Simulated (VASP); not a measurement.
# C (Fmmm) in VASP: a series of runs

C is run at these levels: PBE+D3(BJ); tasks: single point.

All numbers are computed with VASP 6.6.1; they aren't measurements. Logs are shortened: lines on timing, memory, paths and dates and some standing lists are left out, and cuts for length are marked.

### 1 The cell of the first run

The structure is orthorhombic, space group Fmmm (No. 69). The conventional cell has a = 2.466 Å, b = 4.396 Å, c = 6.799 Å, α = 90.00°, β = 90.00°, γ = 90.00°. C (site symmetry m2m) has 3 C at 1.43 to 1.47 Å within 1.9 Å.

### 2 Single point, PBE+D3(BJ) (strain +0.0300 x Voigt [0, 1, 0, 0, 0, 0])

File INCAR:

```
SYSTEM = C
ALGO = Normal
EDIFF = 1E-6
ENCUT = 520
GGA = PE
ISIF = 2
ISMEAR = 0
IVDW = 12
LASPH = .TRUE.
LCHARG = .FALSE.
LREAL = .FALSE.
LWAVE = .FALSE.
NBANDS = 16
NELM = 100
PREC = Accurate
SIGMA = 0.15
```

File KPOINTS:

```
k-points
0
G
  22 22 8
  0 0 0
```

File POSCAR:

```
C
1.0
    1.2327689981     -2.1981705001      0.0000000000
    1.2327689981      2.1981705001      0.0000000000
    0.0000000000      0.0000000000      6.7989836842
C
4
Direct
    0.0833101797      0.9166898203      0.7500000000
    0.5833101797      0.4166898203      0.2500000000
    0.9166898203      0.0833101797      0.2500000000
    0.4166898203      0.5833101797      0.7500000000
```

Potentials or basis: VASP PAW PBE potentials, release 64 (C).

Run with:

```sh
cat potpaw_PBE.64/C/POTCAR > POTCAR
mpirun -np 1 vasp_std > vasp.out
```

OUTCAR:

```text
SYSTEM = C
   EDIFF = 1E-6
   ENCUT = 520
   GGA = PE
   ISIF = 2
   ISMEAR = 0
   IVDW = 12
   LASPH = .TRUE.
   LREAL = .FALSE.
   NELM = 100
   PREC = Accurate
 IVDW          = 12

 ion  position               nearest neighbor table
   1  0.083  0.917  0.750-   4 1.43   4 1.43   4 1.47
   2  0.583  0.417  0.250-   3 1.43   3 1.43   3 1.47
   3  0.917  0.083  0.250-   2 1.43   2 1.43   2 1.47
   4  0.417  0.583  0.750-   1 1.43   1 1.43   1 1.47

  LATTYP: Found a base centered orthorhombic cell.
 ALAT       =     2.4655379962
 B/A-ratio  =     1.7831163044
 C/A-ratio  =     2.7576065324

  Lattice vectors:

 A1 = (   1.2327689981,  -2.1981705001,   0.0000000000)
 A2 = (   1.2327689981,   2.1981705001,   0.0000000000)
 A3 = (   0.0000000000,   0.0000000000,   6.7989836842)

Analysis of symmetry for initial positions (statically):
=====================================================================
 Subroutine PRICEL returns following result:

  LATTYP: Found a face centered orthorhombic cell.
 ALAT       =     2.4655379962
 B/A-ratio  =     1.7831163044
 C/A-ratio  =     2.7576065324

  Lattice vectors:

 A1 = (   0.0000000000,   2.1981705001,   3.3994918421)
 A2 = (   1.2327689981,   0.0000000000,   3.3994918421)
 A3 = (   1.2327689981,   2.1981705001,   0.0000000000)

   2 primitive cells build up your supercell.

 Routine SETGRP: Setting up the symmetry group for a
 base centered orthorhombic supercell.

 Subroutine GETGRP returns: Found  8 space group operations
 (whereof  4 operations were pure point group operations)
 out of a pool of  8 trial point group operations.

The static configuration has the point symmetry C_2h.
 The point group associated with its full space group is D_2h.

Analysis of symmetry for dynamics (positions and initial velocities):
=====================================================================
 Subroutine PRICEL returns following result:

  LATTYP: Found a face centered orthorhombic cell.
 ALAT       =     2.4655379962
 B/A-ratio  =     1.7831163044
 C/A-ratio  =     2.7576065324

  Lattice vectors:

 A1 = (   0.0000000000,   2.1981705001,   3.3994918421)
 A2 = (   1.2327689981,   0.0000000000,   3.3994918421)
 A3 = (   1.2327689981,   2.1981705001,   0.0000000000)

   2 primitive cells build up your supercell.

 Routine SETGRP: Setting up the symmetry group for a
 base centered orthorhombic supercell.

 Subroutine GETGRP returns: Found  8 space group operations
 (whereof  4 operations were pure point group operations)
 out of a pool of  8 trial point group operations.

The dynamic configuration has the point symmetry C_2h.
 The point group associated with its full space group is D_2h.

 Subroutine INISYM returns: Found  8 space group operations
 (whereof  4 operations are pure point group operations),
 and found     2 'primitive' translations

----------------------------------------------------------------------------------------

                                     Primitive cell

  volume of cell :      18.4241

  direct lattice vectors                    reciprocal lattice vectors
     0.000000000  2.198170500  3.399491842    -0.405590991  0.227461882  0.147080806
     1.232768998  0.000000000  3.399491842     0.405590991 -0.227461882  0.147080806
     1.232768998  2.198170500  0.000000000     0.405590991  0.227461882 -0.147080806

  length of vectors
     4.048271030  3.616111750  2.520252557     0.487725049  0.487725049  0.487725049

  position of ions in fractional coordinates (direct lattice)
     0.666689820  0.833310180  0.166689820
     0.333310180  0.166689820  0.833310180

  ion indices of the primitive-cell ions
   primitive index   ion index
                 1           1
                 2           4

----------------------------------------------------------------------------------------

 KPOINTS: k-points

Automatic generation of k-mesh.
 Grid dimensions read from file:
 generate k-points for:   22   22    8

 Generating k-lattice:

  Cartesian coordinates                     Fractional coordinates (reciprocal lattice)
     0.018435954 -0.010339176  0.000000000     0.045454545  0.000000000  0.000000000
     0.018435954  0.010339176  0.000000000     0.000000000  0.045454545  0.000000000
     0.000000000  0.000000000  0.018385101     0.000000000  0.000000000  0.125000000

  Length of vectors
     0.021137241  0.021137241  0.018385101

  Shift w.r.t. Gamma in fractional coordinates (k-lattice)
     0.000000000  0.000000000  0.000000000

 Subroutine IBZKPT returns following result:
 ===========================================

 Found    665 irreducible k-points:

 Following reciprocal coordinates:
            Coordinates               Weight
  0.000000  0.000000  0.000000      1.000000
  0.045455  0.000000  0.000000      4.000000
  0.090909  0.000000  0.000000      4.000000
  0.136364  0.000000  0.000000      4.000000
  0.181818  0.000000  0.000000      4.000000
  0.227273  0.000000  0.000000      4.000000
[... 16 lines left out ...]
  0.500000  0.045455  0.000000      4.000000
 -0.454545  0.045455  0.000000      4.000000
 [... further k-points ...]
   k-points           NKPTS =    665   k-points in BZ     NKDIM =    665   number of bands    NBANDS=     16
   number of dos      NEDOS =    301   number of ions     NIONS =      4
   total plane-waves  NPLWV =  21600
   dimension x,y,z NGX =    20 NGY =   20 NGZ =   54
   dimension x,y,z NGXF=    40 NGYF=   40 NGZF=  108
   ions per type =               4
   NGX,Y,Z   is equivalent  to a cutoff of  13.19, 13.19, 13.20 a.u.
   NGXF,Y,Z  is equivalent  to a cutoff of  26.39, 26.39, 26.41 a.u.
 SYSTEM =  C
   PREC   = accura    normal or accurate (medium, high low for compatibility)
   ISTART =      0    job   : 0-new  1-cont  2-samecut
   ICHARG =      2    charge: 1-file 2-atom 10-const
   ISPIN  =      1    spin polarized calculation?
   LNONCOLLINEAR =      F non collinear calculations
   LSORBIT =      F    spin-orbit coupling
   LASPH  =      T    aspherical Exc in radial PAW
   ENCUT  =  520.0 eV  38.22 Ry    6.18 a.u.   4.69  4.69 12.64*2*pi/ulx,y,z
   NELM   =    100;   NELMIN=  2; NELMDL= -5     # of ELM steps
   EDIFF  = 0.1E-05   stopping-criterion for ELM
   LREAL  =      F    real-space projection
   EDIFFG = 0.1E-04   stopping-criterion for IOM
   NSW    =      0    number of steps for IOM
   IBRION =     -1    ionic relax: 0-MD 1-quasi-New 2-CG
   NFREE  =      0    steps in history (QN), initial steepest desc. (CG)
   ISIF   =      2    stress and relaxation
   ISYM   =      2    0-nonsym 1-usesym 2-fastsym
   POTIM  = 0.5000    time-step for ionic-motion
   TEBEG  =    0.0;   TEEND  =   0.0 temperature during run
   PSTRESS=    0.0 pullay stress
   NELECT =      16.0000    total number of electrons
   NUPDOWN=      -1.0000    fix difference up-down
   EMIN   =  10.00;   EMAX   =-10.00  energy-range for DOS
   EFERMI =   0.00;   METHOD = LEGACY
   ISMEAR =     0;   SIGMA  =   0.15  broadening in eV -4-tet -1-fermi 0-gaus
   EFERMI_NEDOS =   21; number of points for ismear=-14 and -15
   IALGO  =     38    algorithm
   IMIX   =      4    mixing-type and parameters
     AMIX     =   0.40;   BMIX     =  1.00
     AMIX_MAG =   1.60;   BMIX_MAG =  1.00
  volume/ion in A,a.u.               =       9.21        62.17
  Fermi-wavevector in a.u.,A,eV,Ry     =   1.239679  2.342653 20.909477  1.536803
  Thomas-Fermi vector in A             =   2.374152
   LORBIT       =      0    0 simple, 1 ext, 2 COOP (PROOUT), +10 PAW based schemes
   GGA     = PE    functional components
   LHFCALC =     F    Hartree Fock is set to
   AEXX    =    0.0000 exact exchange contribution
   IVDW    =    12    specifies the selected vdW correction
   LEPSILON=     F    determine dielectric tensor
   LRPA    =     F    only Hartree local field effects (RPA)
 non-spin polarized calculation
 Gauss-broadening in eV      SIGMA  =   0.15
  energy-cutoff  :      520.00
  volume of cell :       36.85
 maximum number of plane-waves:      1012
   NGX =  9   NGY =  9   NGZ = 25

 number of electron      16.0000001 magnetization

 Free energy of the ion-electron system (eV)
  ---------------------------------------------------
  ext. energy  EPLUGINS =         0.00000000
  ---------------------------------------------------
  free energy    TOTEN  =       -36.75735297 eV

  energy without entropy =      -36.75665316  energy(sigma->0) =      -36.75700306

 E-fermi :   4.2865     XC(G=0): -10.1416

 val. band max:        4.2682781523   @ k =   0.3182   0.3182   0.2500
 cond. band min:       4.3263645228   @ k =   0.3182   0.3182   0.1250
 fundamental gap:      0.0580863705
 Fermi energy:         4.2865113652

 k-point     1 :       0.0000    0.0000    0.0000
  band No.  band energies     occupation
      1     -14.9871      2.00000
      2     -14.7101      2.00000
      3      -3.8749      2.00000
      4      -2.0051      2.00000
      5       1.2070      2.00000
      6       1.2235      2.00000
[... 8 lines left out ...]
     15      15.1879      0.00000
     16      15.2736      0.00000

 k-point     2 :       0.0455    0.0000    0.0000
  band No.  band energies     occupation
      1     -14.9383      2.00000
      2     -14.6621      2.00000
      3      -3.8161      2.00000
      4      -1.9501      2.00000
      5       1.0769      2.00000
      6       1.0847      2.00000
[... 8 lines left out ...]
     15      15.0183      0.00000
     16      15.1261      0.00000

 k-point     3 :       0.0909    0.0000    0.0000
  band No.  band energies     occupation
      1     -14.7922      2.00000
      2     -14.5185      2.00000
      3      -3.6400      2.00000
      4      -1.7858      2.00000
      5       0.5598      2.00000
      6       0.5895      2.00000
[... 8 lines left out ...]
     15      14.6886      0.00000
     16      14.8791      0.00000

 k-point     4 :       0.1364    0.0000    0.0000
  band No.  band energies     occupation
      1     -14.5491      2.00000
      2     -14.2797      2.00000
      3      -3.3478      2.00000
      4      -1.5139      2.00000
      5      -0.2639      2.00000
      6      -0.2149      2.00000
[... 8 lines left out ...]
     15      14.0220      0.00000
     16      15.0899      0.00000

 k-point     5 :       0.1818    0.0000    0.0000
  band No.  band energies     occupation
      1     -14.2101      2.00000
      2     -13.9463      2.00000
      3      -2.9415      2.00000
      4      -1.2763      2.00000
      5      -1.2097      2.00000
      6      -1.1376      2.00000
[... 8 lines left out ...]
     15      15.0534      0.00000
     16      15.3814      0.00000

 k-point     6 :       0.2273    0.0000    0.0000
  band No.  band energies     occupation
      1     -13.7763      2.00000
      2     -13.5198      2.00000
      3      -2.4242      2.00000
      4      -2.4001      2.00000
      5      -2.3157      2.00000
      6      -0.6622      2.00000
[... 8 lines left out ...]
     15      16.3551      0.00000
     16      16.3599      0.00000
[... 267 lines left out ...]
 k-point    21 :       0.4091    0.0455    0.0000
  band No.  band energies     occupation
      1     -10.6816      2.00000
      2     -10.4843      2.00000
      3      -7.5983      2.00000
      4      -7.4441      2.00000
      5      -2.1508      2.00000
      6      -2.1248      2.00000
[... 8 lines left out ...]
     15      17.8415      0.00000
     16      18.8633      0.00000

 k-point    22 :       0.4545    0.0455    0.0000
  band No.  band energies     occupation
      1      -9.8676      2.00000
      2      -9.7327      2.00000
      3      -8.4985      2.00000
      4      -8.3769      2.00000
      5      -2.2576      2.00000
      6      -2.2303      2.00000
[... 8 lines left out ...]
     15      18.3308      0.00000
     16      18.3491      0.00000

 k-point    23 :       0.5000    0.0455    0.0000
  band No.  band energies     occupation
      1      -9.9052      2.00000
      2      -9.7628      2.00000
      3      -8.4609      2.00000
      4      -8.3351      2.00000
      5      -2.2680      2.00000
      6      -2.2399      2.00000
[... 8 lines left out ...]
     15      17.9054      0.00000
     16      18.8447      0.00000

 k-point    24 :      -0.4545    0.0455    0.0000
  band No.  band energies     occupation
      1     -10.7239      2.00000
      2     -10.5250      2.00000
      3      -7.5383      2.00000
      4      -7.3863      2.00000
      5      -2.1821      2.00000
      6      -2.1534      2.00000
[... 8 lines left out ...]
     15      17.4980      0.00000
     16      19.4087      0.00000

 [... further k-points ...]

------------------------ aborting loop because EDIFF is reached ----------------------------------------

 Edisp (eV)   -0.60953

 E8    (eV) :    -0.1725

  FORCE on cell =-STRESS in cart. coord.  units (eV):
  Direction    XX          YY          ZZ          XY          YZ          ZX
  --------------------------------------------------------------------------------------
  -------------------------------------------------------------------------------------
  Total      -1.03586    -6.72084     0.02173     0.00000     0.00000     0.00000
  in kB     -45.03962  -292.22485     0.94487     0.00000     0.00000     0.00000
  external pressure =     -112.11 kB  Pullay stress =        0.00 kB

 VOLUME and BASIS-vectors are now :
 -----------------------------------------------------------------------------
  energy-cutoff  :      520.00
  volume of cell :       36.85
      direct lattice vectors                 reciprocal lattice vectors
     1.232768998 -2.198170500  0.000000000     0.405590991 -0.227461882  0.000000000
     1.232768998  2.198170500  0.000000000     0.405590991  0.227461882  0.000000000
     0.000000000  0.000000000  6.798983684     0.000000000  0.000000000  0.147080806

 POSITION                                       TOTAL-FORCE (eV/Angst)
 -----------------------------------------------------------------------------------
      1.23277      1.83191      5.09924         0.000000     -0.206013      0.000000
      1.23277     -0.36626      1.69975         0.000000     -0.206013     -0.000000
      1.23277     -1.83191      1.69975         0.000000      0.206013      0.000000
      1.23277      0.36626      5.09924         0.000000      0.206013     -0.000000
 -----------------------------------------------------------------------------------
    total drift:                                0.000000     -0.000000      0.000000

  FREE ENERGIE OF THE ION-ELECTRON SYSTEM (eV)
  ---------------------------------------------------
  free  energy   TOTEN  =       -37.3668850117 eV

  energy  without entropy=      -37.3661852023  energy(sigma->0) =      -37.36653511
```

Wall time 8.4 min (1 thread of Intel Xeon 8259CL, shared host); peak memory 0.39 GiB.

What came out:

* Free energy: -37.3669 eV
* Pressure: -11.2 GPa
* Largest force: 0.206 eV/Å
* Dispersion energy per atom: -0.152 eV

Forces on the atoms (eV/Å):
```
C    0.000 -0.206  0.000
C    0.000 -0.206  0.000
C    0.000  0.206  0.000
C    0.000  0.206  0.000
```

Caveat: the cell differs from its parent crystal (strain +0.0300 x Voigt [0, 1, 0, 0, 0, 0]).

[end of part 1 of 2]
